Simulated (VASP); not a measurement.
Set up this calculation in VASP 6.6.1, as the native input.

```
Task                   : single point
Functional             : PBE
Potentials or basis    : VASP PAW PBE potentials, release 64 (B, N)
Cutoff                 : 520 eV
k mesh                 : 12 × 12 × 6
Occupations            : gaussian, width 0.05 eV
Spin                   : no spin polarisation
Dipole correction      : no
Further INCAR settings : ALGO = Normal; EDIFF = 1e-06; NBANDS = 16
```

The structure of BN lies in POSCAR:

```
BN
1.0
    2.5545800962      0.0000000000      0.0000000000
   -1.2772900481      2.2123312593      0.0000000000
    0.0000000000      0.0000000000      4.2245145363
B N
2 2
Direct
    0.6666666667      0.3333333333      0.9998058548
    0.3333333333      0.6666666667      0.4998058548
    0.7145250117      0.4290500234      0.6431967734
    0.3811916784      0.7623833567      0.1431967734
```

This cell differs from its parent crystal: all N atoms moved -0.225 Å, as atom 3 towards its neighbour atom 2 (B) at 1.567 Å.

The input as run:

INCAR

```
  ALGO = Normal
  EDIFF = 1E-6
  ENCUT = 520
  GGA = PE
  ISIF = 2
  ISMEAR = 0
  LASPH = T
  LCHARG = F
  LREAL = F
  LWAVE = F
  NBANDS = 16
  NELM = 100
  PREC = Accurate
  SIGMA = 0.05
```

KPOINTS

```
k-points
0
Gamma
  12 12 6
```

Potentials or basis: VASP PAW PBE potentials, release 64 (B, N).

Command:

```bash
$ cat potpaw_PBE.64/B/POTCAR potpaw_PBE.64/N/POTCAR > POTCAR
$ mpirun -np 1 vasp_std > vasp.out
```

It gave:

| Property | Result |
| --- | --- |
| Pressure | 12.0 GPa |
| Largest force | 5.588 eV/Å |
| Band gap on the k mesh | 3.08 eV, indirect (least direct gap 6.42 eV) |

Caveat: the cell differs from its parent crystal (all N atoms moved -0.225 Å, as atom 3 towards its neighbour atom 2 (B) at 1.567 Å); forces of over 1 eV/Å act on the atoms, so gaps and moduli don't describe the material at rest.

It took 37 s on 1 thread of AMD EPYC 9R45 96-Core Processor (Zen 5), with other jobs on the host, peak memory 0.16 GiB.
